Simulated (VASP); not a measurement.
Set up this calculation in VASP 6.6.1, as the native input.

- Task: single point
- Functional: PBE
- Potentials or basis: VASP PAW PBE potentials, release 64 (Si, O)
- Cutoff: 600 eV
- k mesh: 6 × 6 × 6
- Occupations: gaussian, width 0.2 eV
- Spin: no spin polarisation
- Dipole correction: no
- Further INCAR settings: ALGO = Normal; EDIFF = 1e-06; NBANDS = 19

The structure of SiO3 lies in POSCAR:

```
SiO3
1.0
    0.0000000000      2.5039433662      2.5039433662
    2.5039433662      0.0000000000      2.5039433662
    2.5039433662      2.5039433662      0.0000000000
Si O
1 3
Direct
    0.5000000000      0.5000000000      0.5000000000
    0.2500000000      0.2500000000      0.2500000000
    0.7500000000      0.7500000000      0.7500000000
    0.0000000000      0.0000000000      0.0000000000
```

One way to write it, as run:

INCAR

```
PREC = Accurate ; ENCUT = 600
EDIFF = 1E-6 ; ISMEAR = 0
SIGMA = 0.2 ; LREAL = F
LASPH = T ; NELM = 120
ALGO = Normal ; ISIF = 2
LWAVE = F ; LCHARG = T
GGA = PE ; LELF = T
LVHAR = T ; NBANDS = 19
GGA_COMPAT = F
```

KPOINTS

```
Automatic mesh
0
Gamma
  6 6 6
```

Potentials or basis: VASP PAW PBE potentials, release 64 (Si, O).

Launch:

```console
$ cat potpaw_PBE.64/Si/POTCAR potpaw_PBE.64/O/POTCAR > POTCAR
$ mpirun -np 1 vasp_std > vasp.out
```

Results of the run:

```
Pressure               : -0.3 GPa
Band gap on the k mesh : zero (band 11 reaches 7.94 eV, above the bottom of band 12 at 5.76 eV)
```

Caveat: the k points lie up to 0.36 Å⁻¹ apart.

Run time: 5.8 s on 1 thread of Intel(R) Xeon(R) 6975P-C (Granite Rapids), with other jobs on the host, peak memory 0.15 GiB.
